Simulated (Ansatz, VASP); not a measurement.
**Two plane-wave programs on Si**

```
Si
1.0
     3.86763    0.00000    0.00000
     0.00000    3.86763    0.00000
     0.00000    0.00000    5.46966
Si
4
Direct
  0.00000 0.00000 0.00000
  0.00000 0.50000 0.25000
  0.50000 0.50000 0.50000
  0.50000 0.00000 0.75000
```

Alike in both runs: task single point; functional PBE; k mesh 6 × 6 × 4; occupations gaussian, width 0.1 eV; no spin polarisation.

```csv
,VASP,Ansatz
version,VASP 6.6.1,Ansatz 0.2.0
potentials or method,"VASP PAW PBE potentials, release 64 (Si), cutoff 500 eV","scalar-relativistic, plane waves, PAW"
valence electrons in the cell,16,16
```

|  | VASP | Ansatz | Ansatz less VASP |
| --- | --- | --- | --- |
| gap on the k mesh at the Fermi level (eV) | 0.65 | 0.65 | -0.002 |
| least direct gap on the mesh (eV) | 0.75 | 0.75 | -0.001 |

With one functional, cell and mesh, what is left measures potentials, basis and numerics.
